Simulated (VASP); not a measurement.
Set up this calculation in VASP 6.6.1, as the native input.

- Task: single point
- Functional: PBEsol
- Potentials or basis: VASP PAW PBE potentials, release 64 (Si)
- Cutoff: 520 eV
- k mesh: 8 × 8 × 8
- Occupations: gaussian, width 0.01 eV
- Spin: no spin polarisation
- Dipole correction: no
- Further INCAR settings: ALGO = Normal; EDIFF = 1e-06; NBANDS = 11

The structure of Si lies in POSCAR:

```
Si
1.0
    0.0000000000      2.6587691374      2.6587691374
    2.6587691374      0.0000000000      2.6587691374
    2.6587691374      2.6587691374      0.0000000000
Si
2
Direct
    0.2500000000      0.2500000000      0.2500000000
    0.0000000000      0.0000000000      0.0000000000
```

The input as run:

INCAR

```
SYSTEM = Si
ALGO = Normal ; EDIFF = 1E-6
ENCUT = 520 ; GGA = PS
ISIF = 2 ; ISMEAR = 0
LASPH = .TRUE. ; LCHARG = .FALSE.
LREAL = .FALSE. ; LWAVE = .FALSE.
NBANDS = 11 ; NELM = 60
PREC = Accurate ; SIGMA = 0.01
```

KPOINTS

```
k-points
0
G
  8 8 8
  0 0 0
```

Potentials or basis: VASP PAW PBE potentials, release 64 (Si).

The run is started by

```sh
$ cat potpaw_PBE.64/Si/POTCAR > POTCAR
$ mpirun -np 1 vasp_std > vasp.out
```

Results of the run:

| Property | Result |
| --- | --- |
| Pressure | 7.1 GPa |
| Band gap on the k mesh | 0.39 eV, indirect (least direct gap 2.54 eV) |

Caveat: the PAW data sets were made with another functional, which shifts forces and pressure a little.

Wall time 4.2 s on 1 thread of Intel(R) Xeon(R) 6975P-C (Granite Rapids), with other jobs on the host, peak memory 0.14 GiB.
